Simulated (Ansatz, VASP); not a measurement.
## Cu3Sb in VASP and in Ansatz

Contents of INCAR:

```
SYSTEM = Cu3Sb
ALGO = Fast
EDIFF = 1E-6
EDIFFG = -0.005
ENCUT = 600
GGA = CA
IBRION = 2
ISIF = 3
ISMEAR = 0
LASPH = .TRUE.
LCHARG = .FALSE.
LREAL = .FALSE.
LWAVE = .FALSE.
NELM = 60
NSW = 70
PREC = Accurate
SIGMA = 0.1
```

File KPOINTS:

```
k-points
0
G
  12 12 12
  0 0 0
```

The input POSCAR:

```
Cu3Sb
1.0
    3.9104300223      0.0000000000      0.0000000000
    0.0000000000      3.9104300223      0.0000000000
    0.0000000000      0.0000000000      3.9104300223
Cu Sb
3 1
Direct
    0.5000000000      0.5000000000      0.0000000000
    0.5000000000      0.0000000000      0.5000000000
    0.0000000000      0.5000000000      0.5000000000
    0.0000000000      0.0000000000      0.0000000000
```

Input for Ansatz:

```yaml
crystal:
  lattice:
    - [3.9104300223, 0.0, 0.0]
    - [0.0, 3.9104300223, 0.0]
    - [0.0, 0.0, 3.9104300223]
  atoms:
    - { symbol: Cu, position: [0.5, 0.5, 0.0] }
    - { symbol: Cu, position: [0.5, 0.0, 0.5] }
    - { symbol: Cu, position: [0.0, 0.5, 0.5] }
    - { symbol: Sb, position: [0.0, 0.0, 0.0] }
basis:
  ecutwfc: 420
kpoints:
  mp_grid: { grid: [12, 12, 12] }
hamiltonian:
  xc: lda
scf:
  occupations: { method: gaussian, width: 0.1 }
output:
  forces: true
  stress: true
  eigenvalues: true
relax:
  adjacent_minimum: "off"
  f_tol: 0.005
  max_steps: 50
  cell: { stress_tol: 0.05 }
```

Alike in both runs: task relaxation of cell and atoms; functional LDA; k mesh 12 × 12 × 12; occupations gaussian, width 0.1 eV; no spin polarisation.

```csv
,VASP,Ansatz
version,VASP 6.6.1,Ansatz 0.2.0
potentials or method,"VASP PAW LDA potentials, release 64 (Cu, Sb), cutoff 600 eV","scalar-relativistic, plane waves, PAW"
valence electrons in the cell,38,72
```

```csv
,VASP,Ansatz,Ansatz less VASP
"gap on the k mesh at the Fermi level, each at its own relaxed structure (eV)",none,none,-
relaxed volume (Å³/atom),13.77,13.68,-0.086
relaxed length of the cell vector where the two differ most in proportion (Å),3.804,3.796,-0.0080
```

LDA's correlation is that of Perdew and Zunger in VASP and of Perdew and Wang (1992) in Ansatz. A gap of «none» marks a metal or a gap that the smearing closes. VASP's potentials hold 38 valence electrons a cell and Ansatz's 72, so a difference there can come from the potentials and not from the codes.

Spin-orbit coupling is off throughout.
